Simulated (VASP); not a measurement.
# W (Fm-3m) in VASP: further runs

The runs below take W through single point, with PBE0.

Everything below comes from runs of VASP 6.6.1. Logs are shortened: lines on timing, memory, paths and dates and some standing lists are left out, and cuts for length are marked.

## (1) The cell of the first run

The structure is cubic, space group Fm-3m (No. 225). Conventional cell: a = 3.977 Å, b = 3.977 Å, c = 3.977 Å, α = 90.00°, β = 90.00°, γ = 90.00°. Within 3.7 Å of W (site symmetry m-3m) lie 12 W at 2.81 Å.

This isn't the form of W at room conditions, which is bcc.

## (2) Single point, PBE0

File POSCAR:

```
W
1.0
    0.0000000000      1.9885598007      1.9885598007
    1.9885598007      0.0000000000      1.9885598007
    1.9885598007      1.9885598007      0.0000000000
W
1
Direct
    0.0000000000      0.0000000000      0.0000000000
```

File INCAR.step1:

```
PREC = Accurate ; ENCUT = 520
EDIFF = 1E-5 ; ISMEAR = -1
SIGMA = 0.05 ; LREAL = False
LASPH = True ; NELM = 100
ALGO = Normal ; ISIF = 2
LWAVE = True ; LCHARG = False
GGA = PE ; NBANDS = 13
```

File INCAR.step2:

```
PREC = Accurate ; ENCUT = 520
EDIFF = 1E-6 ; ISMEAR = -1
SIGMA = 0.05 ; LREAL = False
LASPH = True ; NELM = 100
ALGO = Normal ; ISIF = 2
LWAVE = False ; LCHARG = False
GGA = PE ; LHFCALC = True
AEXX = 0.25 ; PRECFOCK = Normal
ISTART = 1 ; NBANDS = 13
```

File KPOINTS:

```
regular mesh
0
Gamma
  6 6 6
```

Potentials or basis: VASP PAW PBE potentials, release 64 (W_sv).

The run is started by

```sh
cat potpaw_PBE.64/W_sv/POTCAR > POTCAR
cp INCAR.step1 INCAR
mpirun -np 1 vasp_std > vasp.out
cp INCAR.step2 INCAR
mpirun -np 1 vasp_std > vasp.out
```

OUTCAR:

```text
PREC = Accurate
   ENCUT = 520
   EDIFF = 1E-6
   ISMEAR = -1
   LREAL = False
   LASPH = True
   NELM = 100
   ISIF = 2
   GGA = PE
   LHFCALC = True
   AEXX = 0.25
   PRECFOCK = Normal
   ISTART = 1

 ion  position               nearest neighbor table
   1  0.000  0.000  0.000-

  LATTYP: Found a face centered cubic cell.
 ALAT       =     3.9771196014

  Lattice vectors:

 A1 = (   0.0000000000,   1.9885598007,   1.9885598007)
 A2 = (   1.9885598007,   0.0000000000,   1.9885598007)
 A3 = (   1.9885598007,   1.9885598007,   0.0000000000)

Analysis of symmetry for initial positions (statically):
=====================================================================
 Subroutine PRICEL returns:
 Original cell was already a primitive cell.

 Routine SETGRP: Setting up the symmetry group for a
 face centered cubic supercell.

 Subroutine GETGRP returns: Found 48 space group operations
 (whereof 48 operations were pure point group operations)
 out of a pool of 48 trial point group operations.

The static configuration has the point symmetry O_h .

Analysis of symmetry for dynamics (positions and initial velocities):
=====================================================================
 Subroutine PRICEL returns:
 Original cell was already a primitive cell.

 Routine SETGRP: Setting up the symmetry group for a
 face centered cubic supercell.

 Subroutine GETGRP returns: Found 48 space group operations
 (whereof 48 operations were pure point group operations)
 out of a pool of 48 trial point group operations.

The dynamic configuration has the point symmetry O_h .

 Subroutine INISYM returns: Found 48 space group operations
 (whereof 48 operations are pure point group operations),
 and found     1 'primitive' translations

----------------------------------------------------------------------------------------

                                     Primitive cell

  volume of cell :      15.7270

  direct lattice vectors                    reciprocal lattice vectors
     0.000000000  1.988559801  1.988559801    -0.251438252  0.251438252  0.251438252
     1.988559801  0.000000000  1.988559801     0.251438252 -0.251438252  0.251438252
     1.988559801  1.988559801  0.000000000     0.251438252  0.251438252 -0.251438252

  length of vectors
     2.812248240  2.812248240  2.812248240     0.435503827  0.435503827  0.435503827

  position of ions in fractional coordinates (direct lattice)
     0.000000000  0.000000000  0.000000000

  ion indices of the primitive-cell ions
   primitive index   ion index
                 1           1

----------------------------------------------------------------------------------------

 KPOINTS: regular mesh

Automatic generation of k-mesh.
 Grid dimensions read from file:
 generate k-points for:    6    6    6

 Generating k-lattice:

  Cartesian coordinates                     Fractional coordinates (reciprocal lattice)
    -0.041906375  0.041906375  0.041906375     0.166666667  0.000000000  0.000000000
     0.041906375 -0.041906375  0.041906375     0.000000000  0.166666667  0.000000000
     0.041906375  0.041906375 -0.041906375     0.000000000  0.000000000  0.166666667

  Length of vectors
     0.072583971  0.072583971  0.072583971

  Shift w.r.t. Gamma in fractional coordinates (k-lattice)
     0.000000000  0.000000000  0.000000000

 Subroutine IBZKPT returns following result:
 ===========================================

 Found     16 irreducible k-points:

 Following reciprocal coordinates:
            Coordinates               Weight
  0.000000  0.000000  0.000000      1.000000
  0.166667  0.000000  0.000000      8.000000
  0.333333  0.000000  0.000000      8.000000
  0.500000  0.000000  0.000000      4.000000
  0.166667  0.166667  0.000000      6.000000
  0.333333  0.166667  0.000000     24.000000
[... 8 lines left out ...]
 -0.333333  0.333333  0.166667     24.000000
 -0.333333  0.500000  0.166667     12.000000
   k-points           NKPTS =     16   k-points in BZ     NKDIM =    216   number of bands    NBANDS=     13
   number of dos      NEDOS =    301   number of ions     NIONS =      1
   total plane-waves  NPLWV =  13824
   dimension x,y,z NGX =    24 NGY =   24 NGZ =   24
   dimension x,y,z NGXF=    48 NGYF=   48 NGZF=   48
   ions per type =               1
   NGX,Y,Z   is equivalent  to a cutoff of  14.19, 14.19, 14.19 a.u.
   NGXF,Y,Z  is equivalent  to a cutoff of  28.38, 28.38, 28.38 a.u.
 SYSTEM =  unknown system
   PREC   = accura    normal or accurate (medium, high low for compatibility)
   ISTART =      1    job   : 0-new  1-cont  2-samecut
   ICHARG =      0    charge: 1-file 2-atom 10-const
   ISPIN  =      1    spin polarized calculation?
   LNONCOLLINEAR =      F non collinear calculations
   LSORBIT =      F    spin-orbit coupling
   LASPH  =      T    aspherical Exc in radial PAW
   ENCUT  =  520.0 eV  38.22 Ry    6.18 a.u.   5.23  5.23  5.23*2*pi/ulx,y,z
   NELM   =    100;   NELMIN=  2; NELMDL=  0     # of ELM steps
   EDIFF  = 0.1E-05   stopping-criterion for ELM
   LREAL  =      F    real-space projection
   EDIFFG = 0.1E-04   stopping-criterion for IOM
   NSW    =      0    number of steps for IOM
   IBRION =     -1    ionic relax: 0-MD 1-quasi-New 2-CG
   NFREE  =      0    steps in history (QN), initial steepest desc. (CG)
   ISIF   =      2    stress and relaxation
   ISYM   =      3    0-nonsym 1-usesym 2-fastsym
   POTIM  = 0.5000    time-step for ionic-motion
   TEBEG  =    0.0;   TEEND  =   0.0 temperature during run
   PSTRESS=    0.0 pullay stress
   NELECT =      14.0000    total number of electrons
   NUPDOWN=      -1.0000    fix difference up-down
   EMIN   =  10.00;   EMAX   =-10.00  energy-range for DOS
   EFERMI =   0.00;   METHOD = LEGACY
   ISMEAR =    -1;   SIGMA  =   0.05  broadening in eV -4-tet -1-fermi 0-gaus
   EFERMI_NEDOS =   21; number of points for ismear=-14 and -15
   IALGO  =     38    algorithm
   IMIX   =      1    mixing-type and parameters
     AMIX     =   0.40;   BMIX     =  1.00
     AMIX_MAG =   1.60;   BMIX_MAG =  1.00
  volume/ion in A,a.u.               =      15.73       106.13
  Fermi-wavevector in a.u.,A,eV,Ry     =   1.574837  2.976010 33.743953  2.480111
  Thomas-Fermi vector in A             =   2.675911
   LORBIT       =      0    0 simple, 1 ext, 2 COOP (PROOUT), +10 PAW based schemes
   GGA     = PE    functional components
   LHFCALC =     T    Hartree Fock is set to
   PRECFOCK=normal    Normal, Fast or Accurate (Low or Medium for compatibility)
   ENCUT4O =  -1.0   cutoff for four orbital integrals eV
   NKREDX  =     1    reduce k-point grid by
   NKREDY  =     1    reduce k-point grid by
   NKREDZ  =     1    reduce k-point grid by
   AEXX    =    0.2500 exact exchange contribution
   HFSCREEN=    0.0000 screening length (either q_TF or 0.3 A-1)
   HFSCREENC=   0.0000 screening length for correlation (either q_TF or 0.3 A-1)
   ENCUTFOCK=  -1.0 apply spherical cutoff to Coloumb kernel
   IVDW    =     0    specifies the selected vdW correction
   LEPSILON=     F    determine dielectric tensor
   LRPA    =     F    only Hartree local field effects (RPA)
 non-spin polarized calculation
  energy-cutoff  :      520.00
  volume of cell :       15.73
 maximum number of plane-waves:       444
 NGX is ok and might be reduce to    24
  NGX = 16; NGY = 16; NGZ = 16

 number of electron      13.9999999 magnetization

 Free energy of the ion-electron system (eV)
  ---------------------------------------------------
  ext. energy  EPLUGINS =         0.00000000
  ---------------------------------------------------
  free energy    TOTEN  =       -15.44822287 eV

  energy without entropy =      -15.44481467  energy(sigma->0) =      -15.44651877

 E-fermi :  11.1419     XC(G=0): -10.7109

 val. band max:       11.0233298747   @ k =  -0.3333   0.1667   0.0000
 cond. band min:      11.4561866965   @ k =   0.5000   0.3333   0.0000
 fundamental gap:      0.4328568218
 Fermi energy:        11.1419212506

 k-point     1 :       0.0000    0.0000    0.0000
  band No.  band energies     occupation
      1     -67.1570      2.00000
      2     -29.1664      2.00000
      3     -29.1664      2.00000
      4     -29.1664      2.00000
      5       0.0492      2.00000
      6       9.8449      2.00000
      7       9.8449      2.00000
      8       9.8449      2.00000
      9      14.7363      0.00000
     10      14.7363      0.00000
     11      24.8727      0.00000
     12      30.7283      0.00000
     13      30.7283      0.00000

 k-point     2 :       0.1667    0.0000    0.0000
  band No.  band energies     occupation
      1     -67.1189      2.00000
      2     -29.5784      2.00000
      3     -29.2172      2.00000
      4     -29.2172      2.00000
      5       1.3754      2.00000
      6       8.9251      2.00000
      7      10.4345      2.00000
      8      10.4345      2.00000
      9      14.3276      0.00000
     10      14.3276      0.00000
     11      26.6612      0.00000
     12      28.2051      0.00000
     13      33.1284      0.00000

 k-point     3 :       0.3333    0.0000    0.0000
  band No.  band energies     occupation
      1     -67.0420      2.00000
      2     -30.3466      2.00000
      3     -29.3148      2.00000
      4     -29.3148      2.00000
      5       3.4944      2.00000
      6       9.0244      2.00000
      7      10.1491      2.00000
      8      10.1491      2.00000
      9      15.7498      0.00000
     10      15.7498      0.00000
     11      24.1235      0.00000
     12      28.6595      0.00000
     13      35.2460      0.00000

 k-point     4 :       0.5000    0.0000    0.0000
  band No.  band energies     occupation
      1     -67.0032      2.00000
      2     -30.7086      2.00000
      3     -29.3614      2.00000
      4     -29.3614      2.00000
      5       3.7748      2.00000
      6       9.6847      2.00000
      7       9.6847      2.00000
      8      11.6172      0.00015
      9      17.4590      0.00000
     10      17.4590      0.00000
     11      23.3546      0.00000
     12      24.5450      0.00000
     13      31.6634      0.00000

 k-point     5 :       0.1667    0.1667    0.0000
  band No.  band energies     occupation
      1     -67.1063      2.00000
      2     -29.5641      2.00000
      3     -29.3080      2.00000
      4     -29.3080      2.00000
      5       1.8327      2.00000
      6       8.1446      2.00000
      7      11.7237      0.00002
      8      11.7237      0.00002
      9      12.5715      0.00000
     10      15.3270      0.00000
     11      28.2661      0.00000
     12      29.5685      0.00000
     13      31.7645      0.00000
[... 129 lines left out ...]
 k-point    14 :       0.5000    0.3333    0.1667
  band No.  band energies     occupation
      1     -66.9908      2.00000
      2     -30.3172      2.00000
      3     -29.7868      2.00000
      4     -29.5020      2.00000
      5       5.7732      2.00000
      6       6.8653      2.00000
      7       8.3680      2.00000
      8      13.9121      0.00000
      9      15.1384      0.00000
     10      19.2500      0.00000
     11      25.4221      0.00000
     12      28.5364      0.00000
     13      29.9013      0.00000

 k-point    15 :      -0.3333    0.3333    0.1667
  band No.  band energies     occupation
      1     -66.9650      2.00000
      2     -30.3580      2.00000
      3     -29.9730      2.00000
      4     -29.5877      2.00000
      5       6.6478      2.00000
      6       6.6872      2.00000
      7       8.5780      2.00000
      8      13.1494      0.00000
      9      16.7949      0.00000
     10      21.8097      0.00000
     11      21.8413      0.00000
     12      28.2462      0.00000
     13      29.1964      0.00000

 k-point    16 :      -0.3333    0.5000    0.1667
  band No.  band energies     occupation
      1     -66.9524      2.00000
      2     -30.3867      2.00000
      3     -29.9370      2.00000
      4     -29.7298      2.00000
      5       5.3019      2.00000
      6       6.2733      2.00000
      7      10.1501      2.00000
      8      14.3022      0.00000
      9      18.2591      0.00000
     10      21.8734      0.00000
     11      23.2992      0.00000
     12      24.2196      0.00000
     13      28.4401      0.00000

------------------------ aborting loop because EDIFF is reached ----------------------------------------

  FORCE on cell =-STRESS in cart. coord.  units (eV):
  Direction    XX          YY          ZZ          XY          YZ          ZX
  --------------------------------------------------------------------------------------
  -------------------------------------------------------------------------------------
  Total        0.4384166      0.4384166      0.4384166      0.0000000      0.0000000      0.0000000
  in kB       44.6633796     44.6633796     44.6633796      0.0000000      0.0000000      0.0000000
  external PRESSURE =      44.6633796 kB  Pullay stress =       0.0000000 kB

 VOLUME and BASIS-vectors are now :
 -----------------------------------------------------------------------------
  energy-cutoff  :      520.00
  volume of cell :       15.73
      direct lattice vectors                 reciprocal lattice vectors
     0.000000000  1.988559801  1.988559801    -0.251438252  0.251438252  0.251438252
     1.988559801  0.000000000  1.988559801     0.251438252 -0.251438252  0.251438252
     1.988559801  1.988559801  0.000000000     0.251438252  0.251438252 -0.251438252

 POSITION                                       TOTAL-FORCE (eV/Angst)
 -----------------------------------------------------------------------------------
      0.00000      0.00000      0.00000         0.000000      0.000000      0.000000
 -----------------------------------------------------------------------------------
    total drift:                               -0.000000     -0.000000     -0.000000

  FREE ENERGIE OF THE ION-ELECTRON SYSTEM (eV)
  ---------------------------------------------------
  free  energy   TOTEN  =       -15.4482228733 eV

  energy  without entropy=      -15.4448146718  energy(sigma->0) =      -15.44651877
```

It took 10 min on 1 thread of Intel Xeon Platinum 8259CL at 2.50GHz (Skylake/Cascade Lake), shared host; peak memory 0.15 GiB.

Results:

* Free energy: -15.4482 eV
* Pressure: 4.5 GPa
* Band gap on the k mesh: zero (bands 7 and 8 overlap by 4.87 eV)

Caveat: the k points lie up to 0.46 Å⁻¹ apart, too coarse for converged energies and pressures of a metal; the PAW data sets were made with another functional, which shifts forces and pressure a little; spin-orbit coupling is left out, which moves the levels of the heavy elements.

## (3) Single point, PBE0

This run uses another cell than the first one, of 16.06 Å³/atom.

File POSCAR:

```
W
1.0
    0.0000000000      2.0025642044      2.0025642044
    2.0025642044      0.0000000000      2.0025642044
    2.0025642044      2.0025642044      0.0000000000
W
1
Direct
    0.0000000000      0.0000000000      0.0000000000
```

File INCAR.step1:

```
SYSTEM = W
PREC     = Accurate       ! precision mode
ENCUT    = 520            ! plane-wave cutoff, eV
EDIFF    = 1E-5           ! SCF threshold, eV
ISMEAR   = -1             ! smearing method
SIGMA    = 0.05           ! smearing width, eV
LREAL    = .FALSE.        ! projectors in reciprocal space
LASPH    = .TRUE.         ! aspherical terms in the spheres
NELM     = 100            ! most SCF steps
ALGO     = Normal         ! electronic algorithm
ISIF     = 2              ! what is computed and relaxed
LWAVE    = .TRUE.         ! write WAVECAR
LCHARG   = .FALSE.        ! write CHGCAR
GGA      = PE             ! functional
NBANDS   = 13             ! bands
```

File INCAR.step2:

```
SYSTEM = W
PREC     = Accurate       ! precision mode
ENCUT    = 520            ! plane-wave cutoff, eV
EDIFF    = 1E-7           ! SCF threshold, eV
ISMEAR   = -1             ! smearing method
SIGMA    = 0.05           ! smearing width, eV
LREAL    = .FALSE.        ! projectors in reciprocal space
LASPH    = .TRUE.         ! aspherical terms in the spheres
NELM     = 100            ! most SCF steps
ALGO     = Normal         ! electronic algorithm
ISIF     = 2              ! what is computed and relaxed
LWAVE    = .FALSE.        ! write WAVECAR
LCHARG   = .FALSE.        ! write CHGCAR
GGA      = PE             ! functional
LHFCALC  = .TRUE.         ! exact exchange
AEXX     = 0.25           ! exact-exchange fraction
PRECFOCK = Normal       
ISTART   = 1            
NBANDS   = 13             ! bands
```

File KPOINTS:

```
regular mesh
0
G
  6 6 6
  0 0 0
```

Potentials or basis: VASP PAW PBE potentials, release 64 (W_sv).

The run is started by

```sh
cat potpaw_PBE.64/W_sv/POTCAR > POTCAR
cp INCAR.step1 INCAR
mpirun -np 1 vasp_std > vasp.out
cp INCAR.step2 INCAR
mpirun -np 1 vasp_std > vasp.out
```

Wall time 16 min (1 thread of Intel Xeon Platinum 8259CL at 2.50GHz (Skylake/Cascade Lake), shared host); peak memory 0.15 GiB.

It converged, with:

* Free energy: -15.5118 eV
* Pressure: 3.1 GPa
* Band gap on the k mesh: zero (bands 7 and 8 overlap by 4.45 eV)

Levels at points of the mesh, in eV from the Fermi level:
| k point | band 4 | band 5 | band 6 | band 7 | band 8 | band 9 | band 10 | band 11 |
| --- | --- | --- | --- | --- | --- | --- | --- | --- |
| (0.00, 0.00, 0.00) | -40.15 | -10.69 | -0.96 | -0.96 | -0.96 | 3.85 | 3.85 | 14.07 |
| (0.50, 0.00, 0.00) | -40.34 | -6.96 | -1.00 | -1.00 | 0.68 | 6.44 | 6.44 | 12.14 |
| (0.50, 0.50, 0.00) | -40.65 | -6.72 | -5.83 | 3.48 | 6.61 | 7.13 | 7.13 | 13.31 |

Caveat: the k points lie up to 0.45 Å⁻¹ apart, too coarse for converged energies and pressures of a metal; the PAW data sets were made with another functional, which shifts forces and pressure a little; spin-orbit coupling is left out, which moves the levels of the heavy elements.
